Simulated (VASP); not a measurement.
Input of a VASP 6.6.1 run:

File POSCAR:

```
GaAs
1.0
    0.0000000000      2.8330850957      2.8330850957
    2.8330850957      0.0000000000      2.8330850957
    2.8330850957      2.8330850957      0.0000000000
Ga As
1 1
Direct
    0.0000000000      0.0000000000      0.0000000000
    0.2500000000      0.2500000000      0.2500000000
```

File INCAR.step1:

```
PREC     = Accurate       # precision mode
ENCUT    = 400            # plane-wave cutoff, eV
EDIFF    = 1E-5           # SCF threshold, eV
ISMEAR   = 0              # smearing method
SIGMA    = 0.01           # smearing width, eV
LREAL    = False          # projectors in reciprocal space
LASPH    = True           # aspherical terms in the spheres
NELM     = 120            # most SCF steps
ALGO     = Normal         # electronic algorithm
ISIF     = 2              # what is computed and relaxed
LWAVE    = True           # write WAVECAR
LCHARG   = False          # write CHGCAR
GGA      = PE             # functional
NBANDS   = 21             # bands
GGA_COMPAT= False
```

INCAR.step2

```
PREC     = Accurate       # precision mode
ENCUT    = 400            # plane-wave cutoff, eV
EDIFF    = 1E-6           # SCF threshold, eV
ISMEAR   = 0              # smearing method
SIGMA    = 0.01           # smearing width, eV
LREAL    = False          # projectors in reciprocal space
LASPH    = True           # aspherical terms in the spheres
NELM     = 120            # most SCF steps
ALGO     = Normal         # electronic algorithm
ISIF     = 2              # what is computed and relaxed
LWAVE    = False          # write WAVECAR
LCHARG   = False          # write CHGCAR
GGA      = PE             # functional
LHFCALC  = True           # exact exchange
AEXX     = 0.75           # exact-exchange fraction
PRECFOCK = Normal       
ISTART   = 1            
NBANDS   = 21             # bands
GGA_COMPAT= False
```

Contents of KPOINTS:

```
regular mesh
0
Gamma
  4 4 4
```

Potentials or basis: VASP PAW PBE potentials, release 64 (Ga_d, As_d).

Run with:

```console
$ cat potpaw_PBE.64/Ga_d/POTCAR potpaw_PBE.64/As_d/POTCAR > POTCAR
$ cp INCAR.step1 INCAR
$ mpirun -np 1 vasp_std > vasp.out
$ cp INCAR.step2 INCAR
$ mpirun -np 1 vasp_std > vasp.out
```

What does it give for the pressure?

-3.6 GPa.

Predict the band gap on the k mesh.

5.66 eV (least direct gap 5.78 eV).

Caveat: the k points lie up to 0.48 Å⁻¹ apart; the PAW data sets were made with another functional, which shifts forces and pressure a little. A k mesh can miss the band edges.
